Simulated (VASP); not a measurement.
# LiCl in VASP: notebook

LiCl is run at these levels: PBE, r2SCAN; tasks: single point.

All numbers are computed with VASP 6.6.1; they aren't measurements. Logs are shortened: lines on timing, memory, paths and dates and some standing lists are left out, and cuts for length are marked.

## (1) The cell of the first run

The structure is tetragonal, space group I-4m2 (No. 119). Conventional cell: a = 3.865 Å, b = 3.865 Å, c = 5.493 Å, α = 90.00°, β = 90.00°, γ = 90.00°. Within 3.1 Å of Li (site symmetry -4m2) lie 4 Cl at 2.37 Å. Cl (site symmetry -4m2) has 4 Li at 2.37 Å within 3.1 Å.

## (2) Single point, PBE (uniaxial z strain +0.5%)

The input, INCAR:

```
SYSTEM = LiCl
ALGO = Normal ; EDIFF = 1E-6
ENCUT = 520 ; GGA = PE
ISIF = 2 ; ISMEAR = -1
LASPH = .TRUE. ; LCHARG = .TRUE.
LELF = .TRUE. ; LREAL = .FALSE.
LVHAR = .TRUE. ; LWAVE = .FALSE.
NBANDS = 12 ; NELM = 100
PREC = Accurate ; SIGMA = 0.02
```

The input, KPOINTS:

```
k-points
0
G
  8 8 8
  0 0 0
```

The input, POSCAR:

```
LiCl
1.0
    0.0000000000      2.7330425368      2.7467077495
    2.7330425368      0.0000000000      2.7467077495
    2.7330425368      2.7330425368      0.0000000000
Li Cl
1 1
Direct
    0.0000000000      0.0000000000      0.0000000000
    0.2500000000      0.2500000000      0.2500000000
```

Potentials or basis: VASP PAW PBE potentials, release 64 (Li_sv, Cl).

Command:

```console
$ cat potpaw_PBE.64/Li_sv/POTCAR potpaw_PBE.64/Cl/POTCAR > POTCAR
$ mpirun -np 1 vasp_std > vasp.out
```

OUTCAR:

```text
SYSTEM = LiCl
   EDIFF = 1E-6
   ENCUT = 520
   GGA = PE
   ISIF = 2
   ISMEAR = -1
   LASPH = .TRUE.
   LREAL = .FALSE.
   NELM = 100
   PREC = Accurate

 ion  position               nearest neighbor table
   1  0.000  0.000  0.000-   2 2.37   2 2.37   2 2.37   2 2.37
   2  0.250  0.250  0.250-   1 2.37   1 2.37   1 2.37   1 2.37

  LATTYP: Found a body centered tetragonal cell.
 ALAT       =     3.8651058221
 C/A-ratio  =     1.4212846302

  Lattice vectors:

 A1 = (  -2.7330425368,   0.0000000000,   2.7467077495)
 A2 = (   2.7330425368,   0.0000000000,   2.7467077495)
 A3 = (   0.0000000000,   2.7330425368,  -2.7467077495)

Analysis of symmetry for initial positions (statically):
=====================================================================
 Subroutine PRICEL returns:
 Original cell was already a primitive cell.

 Routine SETGRP: Setting up the symmetry group for a
 body centered tetragonal supercell.

 Subroutine GETGRP returns: Found  8 space group operations
 (whereof  8 operations were pure point group operations)
 out of a pool of 16 trial point group operations.

The static configuration has the point symmetry D_2d.

Analysis of symmetry for dynamics (positions and initial velocities):
=====================================================================
 Subroutine PRICEL returns:
 Original cell was already a primitive cell.

 Routine SETGRP: Setting up the symmetry group for a
 body centered tetragonal supercell.

 Subroutine GETGRP returns: Found  8 space group operations
 (whereof  8 operations were pure point group operations)
 out of a pool of 16 trial point group operations.

The dynamic configuration has the point symmetry D_2d.

 Subroutine INISYM returns: Found  8 space group operations
 (whereof  8 operations are pure point group operations),
 and found     1 'primitive' translations

----------------------------------------------------------------------------------------

                                     Primitive cell

  volume of cell :      41.0332

  direct lattice vectors                    reciprocal lattice vectors
     0.000000000  2.733042537  2.746707750    -0.182946293  0.182946293  0.182036112
     2.733042537  0.000000000  2.746707750     0.182946293 -0.182946293  0.182036112
     2.733042537  2.733042537  0.000000000     0.182946293  0.182946293 -0.182036112

  length of vectors
     3.874780635  3.874780635  3.865105822     0.316347654  0.316347654  0.316347654

  position of ions in fractional coordinates (direct lattice)
     0.000000000  0.000000000  0.000000000
     0.250000000  0.250000000  0.250000000

  ion indices of the primitive-cell ions
   primitive index   ion index
                 1           1
                 2           2

----------------------------------------------------------------------------------------

 KPOINTS: k-points

Automatic generation of k-mesh.
 Grid dimensions read from file:
 generate k-points for:    8    8    8

 Generating k-lattice:

  Cartesian coordinates                     Fractional coordinates (reciprocal lattice)
    -0.022868287  0.022868287  0.022754514     0.125000000  0.000000000  0.000000000
     0.022868287 -0.022868287  0.022754514     0.000000000  0.125000000  0.000000000
     0.022868287  0.022868287 -0.022754514     0.000000000  0.000000000  0.125000000

  Length of vectors
     0.039543457  0.039543457  0.039543457

  Shift w.r.t. Gamma in fractional coordinates (k-lattice)
     0.000000000  0.000000000  0.000000000

 Subroutine IBZKPT returns following result:
 ===========================================

 Found     59 irreducible k-points:

 Following reciprocal coordinates:
            Coordinates               Weight
  0.000000  0.000000  0.000000      1.000000
  0.125000  0.000000  0.000000      8.000000
  0.250000  0.000000  0.000000      8.000000
  0.375000  0.000000  0.000000      8.000000
  0.500000  0.000000  0.000000      4.000000
  0.125000  0.125000  0.000000      2.000000
[... 16 lines left out ...]
  0.250000  0.000000  0.125000     16.000000
  0.375000  0.000000  0.125000     16.000000
 [... further k-points ...]
   k-points           NKPTS =     59   k-points in BZ     NKDIM =     59   number of bands    NBANDS=     12
   number of dos      NEDOS =    301   number of ions     NIONS =      2
   total plane-waves  NPLWV =  27000
   dimension x,y,z NGX =    30 NGY =   30 NGZ =   30
   dimension x,y,z NGXF=    60 NGYF=   60 NGZF=   60
   ions per type =               1   1
   NGX,Y,Z   is equivalent  to a cutoff of  12.87, 12.87, 12.90 a.u.
   NGXF,Y,Z  is equivalent  to a cutoff of  25.74, 25.74, 25.81 a.u.
 SYSTEM =  LiCl
   PREC   = accura    normal or accurate (medium, high low for compatibility)
   ISTART =      0    job   : 0-new  1-cont  2-samecut
   ICHARG =      2    charge: 1-file 2-atom 10-const
   ISPIN  =      1    spin polarized calculation?
   LNONCOLLINEAR =      F non collinear calculations
   LSORBIT =      F    spin-orbit coupling
   LASPH  =      T    aspherical Exc in radial PAW
   ENCUT  =  520.0 eV  38.22 Ry    6.18 a.u.   7.20  7.20  7.19*2*pi/ulx,y,z
   NELM   =    100;   NELMIN=  2; NELMDL= -5     # of ELM steps
   EDIFF  = 0.1E-05   stopping-criterion for ELM
   LREAL  =      F    real-space projection
   EDIFFG = 0.1E-04   stopping-criterion for IOM
   NSW    =      0    number of steps for IOM
   IBRION =     -1    ionic relax: 0-MD 1-quasi-New 2-CG
   NFREE  =      0    steps in history (QN), initial steepest desc. (CG)
   ISIF   =      2    stress and relaxation
   ISYM   =      2    0-nonsym 1-usesym 2-fastsym
   POTIM  = 0.5000    time-step for ionic-motion
   TEBEG  =    0.0;   TEEND  =   0.0 temperature during run
   PSTRESS=    0.0 pullay stress
   NELECT =      10.0000    total number of electrons
   NUPDOWN=      -1.0000    fix difference up-down
   EMIN   =  10.00;   EMAX   =-10.00  energy-range for DOS
   EFERMI =   0.00;   METHOD = LEGACY
   ISMEAR =    -1;   SIGMA  =   0.02  broadening in eV -4-tet -1-fermi 0-gaus
   EFERMI_NEDOS =   21; number of points for ismear=-14 and -15
   IALGO  =     38    algorithm
   IMIX   =      4    mixing-type and parameters
     AMIX     =   0.40;   BMIX     =  1.00
     AMIX_MAG =   1.60;   BMIX_MAG =  1.00
  volume/ion in A,a.u.               =      20.52       138.45
  Fermi-wavevector in a.u.,A,eV,Ry     =   1.022578  1.932392 14.227145  1.045666
  Thomas-Fermi vector in A             =   2.156265
   LORBIT       =      0    0 simple, 1 ext, 2 COOP (PROOUT), +10 PAW based schemes
   GGA     = PE    functional components
   LHFCALC =     F    Hartree Fock is set to
   AEXX    =    0.0000 exact exchange contribution
   IVDW    =     0    specifies the selected vdW correction
   LEPSILON=     F    determine dielectric tensor
   LRPA    =     F    only Hartree local field effects (RPA)
 non-spin polarized calculation
  energy-cutoff  :      520.00
  volume of cell :       41.03
 maximum number of plane-waves:      1124
 NGX is ok and might be reduce to    30
   NGX = 15   NGY = 15   NGZ = 15

 number of electron      10.0000002 magnetization

 Free energy of the ion-electron system (eV)
  ---------------------------------------------------
  ext. energy  EPLUGINS =         0.00000000
  ---------------------------------------------------
  free energy    TOTEN  =        -7.42596125 eV

  energy without entropy =       -7.42596125  energy(sigma->0) =       -7.42596125

 E-fermi :  -0.7267     XC(G=0):  -7.7082

 val. band max:       -1.1659690911   @ k =   0.0000   0.0000   0.0000
 cond. band min:       4.8688033062   @ k =   0.0000   0.0000   0.0000
 fundamental gap:      6.0347723973
 Fermi energy:        -0.7266765387

 k-point     1 :       0.0000    0.0000    0.0000
  band No.  band energies     occupation
      1     -44.0213      2.00000
      2     -13.8923      2.00000
      3      -1.1752      2.00000
      4      -1.1660      2.00000
      5      -1.1660      2.00000
      6       4.8688      0.00000
      7       8.9992      0.00000
      8       9.0061      0.00000
      9       9.0061      0.00000
     10      13.3127      0.00000
     11      13.3940      0.00000
     12      16.4486      0.00000

 k-point     2 :       0.1250    0.0000    0.0000
  band No.  band energies     occupation
      1     -44.0212      2.00000
      2     -13.8521      2.00000
      3      -1.5379      2.00000
      4      -1.2187      2.00000
      5      -1.2107      2.00000
      6       5.2753      0.00000
      7       9.1050      0.00000
      8       9.1723      0.00000
      9       9.1798      0.00000
     10      12.8152      0.00000
     11      12.8791      0.00000
     12      15.5243      0.00000

 k-point     3 :       0.2500    0.0000    0.0000
  band No.  band energies     occupation
      1     -44.0206      2.00000
      2     -13.7514      2.00000
      3      -2.2958      2.00000
      4      -1.3262      2.00000
      5      -1.3139      2.00000
      6       6.1396      0.00000
      7       9.3001      0.00000
      8       9.3795      0.00000
      9       9.4013      0.00000
     10      12.6539      0.00000
     11      12.6799      0.00000
     12      14.9764      0.00000

 k-point     4 :       0.3750    0.0000    0.0000
  band No.  band energies     occupation
      1     -44.0201      2.00000
      2     -13.6455      2.00000
      3      -2.9399      2.00000
      4      -1.4273      2.00000
      5      -1.4110      2.00000
      6       6.9073      0.00000
      7       9.2573      0.00000
      8       9.2986      0.00000
      9       9.4708      0.00000
     10      13.6841      0.00000
     11      13.6947      0.00000
     12      15.0464      0.00000

 k-point     5 :       0.5000    0.0000    0.0000
  band No.  band energies     occupation
      1     -44.0199      2.00000
      2     -13.6000      2.00000
      3      -3.1848      2.00000
      4      -1.4676      2.00000
      5      -1.4497      2.00000
      6       7.2007      0.00000
      7       9.1517      0.00000
      8       9.1951      0.00000
      9       9.5582      0.00000
     10      14.9541      0.00000
     11      14.9862      0.00000
     12      15.2397      0.00000
[... 228 lines left out ...]
      1     -44.0194      2.00000
      2     -13.5132      2.00000
      3      -2.8101      2.00000
      4      -1.9918      2.00000
      5      -1.9918      2.00000
      6       5.4813      0.00000
      7       8.5030      0.00000
      8      12.2488      0.00000
      9      12.7509      0.00000
     10      12.7509      0.00000
     11      15.7514      0.00000
     12      15.9216      0.00000

 k-point    22 :       0.1250    0.0000    0.1250
  band No.  band energies     occupation
      1     -44.0211      2.00000
      2     -13.8385      2.00000
      3      -1.5007      2.00000
      4      -1.3119      2.00000
      5      -1.3051      2.00000
      6       5.3830      0.00000
      7       8.9747      0.00000
      8       9.3553      0.00000
      9       9.3702      0.00000
     10      11.8183      0.00000
     11      13.5764      0.00000
     12      16.7250      0.00000

 k-point    23 :       0.2500    0.0000    0.1250
  band No.  band energies     occupation
      1     -44.0207      2.00000
      2     -13.7579      2.00000
      3      -2.0738      2.00000
      4      -1.4442      2.00000
      5      -1.3843      2.00000
      6       6.0192      0.00000
      7       9.1435      0.00000
      8       9.4890      0.00000
      9       9.7098      0.00000
     10      11.3645      0.00000
     11      13.6273      0.00000
     12      16.0937      0.00000

 k-point    24 :       0.3750    0.0000    0.1250
  band No.  band energies     occupation
      1     -44.0202      2.00000
      2     -13.6532      2.00000
      3      -2.7200      2.00000
      4      -1.5426      2.00000
      5      -1.5091      2.00000
      6       6.8091      0.00000
      7       8.9131      0.00000
      8       9.6430      0.00000
      9       9.7329      0.00000
     10      12.3390      0.00000
     11      14.3339      0.00000
     12      15.6930      0.00000

 [... further k-points ...]
[... 5 lines left out ...]
  --------------------------------------------------------------------------------------
  -------------------------------------------------------------------------------------
  Total        0.1268452      0.1268452      0.1146737      0.0000000     -0.0000000     -0.0000000
  in kB        4.9527825      4.9527825      4.4775388      0.0000000     -0.0000000     -0.0000000
  external PRESSURE =       4.7943679 kB  Pullay stress =       0.0000000 kB

 VOLUME and BASIS-vectors are now :
 -----------------------------------------------------------------------------
  energy-cutoff  :      520.00
  volume of cell :       41.03
      direct lattice vectors                 reciprocal lattice vectors
     0.000000000  2.733042537  2.746707750    -0.182946293  0.182946293  0.182036112
     2.733042537  0.000000000  2.746707750     0.182946293 -0.182946293  0.182036112
     2.733042537  2.733042537  0.000000000     0.182946293  0.182946293 -0.182036112

 POSITION                                       TOTAL-FORCE (eV/Angst)
 -----------------------------------------------------------------------------------
      0.00000      0.00000      0.00000         0.000000      0.000000     -0.000000
      1.36652      1.36652      1.37335        -0.000000     -0.000000      0.000000
 -----------------------------------------------------------------------------------
    total drift:                                0.000000      0.000000     -0.000000

  FREE ENERGIE OF THE ION-ELECTRON SYSTEM (eV)
  ---------------------------------------------------
  free  energy   TOTEN  =        -7.4259612482 eV

  energy  without entropy=       -7.4259612482  energy(sigma->0) =       -7.42596125
```

Wall time 33 s (1 thread of Intel Xeon Platinum 8488C (Sapphire Rapids), shared host); peak memory 0.17 GiB.

Results:

```
Free energy            : -7.4260 eV
Band gap on the k mesh : 6.03 eV, direct
```

Caveat: the cell differs from its parent crystal (uniaxial z strain +0.5%); the cutoff is under 1.25 times the usual one of these potentials, so pressure, stress and relaxed cells hold a basis-set (Pulay) error. A k mesh can miss the band edges.

## (3) Single point, PBE (uniaxial x strain +3.0%)

The input, INCAR:

```
PREC     = Accurate       # precision mode
ENCUT    = 520            # plane-wave cutoff, eV
EDIFF    = 1E-7           # SCF threshold, eV
ISMEAR   = -1             # smearing method
SIGMA    = 0.02           # smearing width, eV
LREAL    = False          # projectors in reciprocal space
LASPH    = True           # aspherical terms in the spheres
NELM     = 80             # most SCF steps
ALGO     = Normal         # electronic algorithm
ISIF     = 2              # what is computed and relaxed
LWAVE    = False          # write WAVECAR
LCHARG   = False          # write CHGCAR
GGA      = PE             # functional
NBANDS   = 12             # bands
```

The input, KPOINTS:

```
Automatic mesh
0
Gamma
  8 8 8
```

The input, POSCAR:

```
LiCl
1.0
    0.0000000000      2.7330425368      2.7330425368
    2.8150338129      0.0000000000      2.7330425368
    2.8150338129      2.7330425368      0.0000000000
Li Cl
1 1
Direct
    0.0000000000      0.0000000000      0.0000000000
    0.2500000000      0.2500000000      0.2500000000
```

Potentials or basis: VASP PAW PBE potentials, release 64 (Li_sv, Cl).

Command:

```console
$ cat potpaw_PBE.64/Li_sv/POTCAR potpaw_PBE.64/Cl/POTCAR > POTCAR
$ mpirun -np 1 vasp_std > vasp.out
```

Run time: 33 s. Hardware: 1 thread of Intel Xeon Platinum 8488C (Sapphire Rapids), shared host; peak memory 0.17 GiB.

It converged, with:

| Property | Result |
| --- | --- |
| Free energy | -7.4268 eV |
| Band gap on the k mesh | 5.93 eV, direct |

Levels at points of the mesh, in eV from the valence-band top:
```tsv
k point	band 3	band 4	band 5	band 6	band 7	band 8
(0.00, 0.00, 0.00)	-0.06	0.00	0.00	5.93	10.10	10.14
(0.50, 0.00, 0.00)	-1.96	-0.35	-0.24	8.26	10.18	10.42
(0.50, 0.50, 0.00)	-1.57	-0.87	-0.84	6.62	9.56	13.32
(0.00, 0.50, 0.50)	-1.64	-0.75	-0.75	6.67	9.70	12.96
```

Caveat: the cell differs from its parent crystal (uniaxial x strain +3.0%); the cutoff is under 1.25 times the usual one of these potentials, so pressure, stress and relaxed cells hold a basis-set (Pulay) error.

(Continued in part 2 of 2.)
